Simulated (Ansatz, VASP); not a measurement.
## P in VASP and in Ansatz

```
P
1.0
     3.45680    0.00000    0.00000
     0.00000   36.70567    0.00000
     0.00000    0.00000    4.43691
P
4
Cartesian
  0.0000 35.5930 2.5850
  0.0000 1.1126 1.8519
  1.7284 1.1126 0.3666
  1.7284 35.5930 4.0703
```

Change from the starting cell: strain +0.0525 x Voigt [1, 1, 0, 0, 0, 0], atoms carried along.

Alike in both runs: task single point; functional PBEsol; k mesh 8 × 1 × 6; occupations gaussian, width 0.05 eV; no spin polarisation.

|  | VASP | Ansatz |
| --- | --- | --- |
| version | VASP 6.6.1 | Ansatz 0.2.0 |
| potentials or method | VASP PAW PBE potentials, release 64 (P), cutoff 520 eV | scalar-relativistic, plane waves, PAW |
| valence electrons in the cell | 20 | 20 |

Ansatz gave:

```
gap on the k mesh at the Fermi level (eV) : 0.50
least direct gap on the mesh (eV)         : 0.50
rms of the force components (eV/Å)        : 0.465
```

Task: Which values does VASP return?

Result: gap on the k mesh at the Fermi level (eV): 0.52; least direct gap on the mesh (eV): 0.52; rms of the force components (eV/Å): 0.474.

VASP's potentials were made for PBE, not for PBEsol. Atom by atom the forces differ by 0.011 eV/Å (rms over components). With one functional, cell and mesh, what is left measures potentials, basis and numerics.
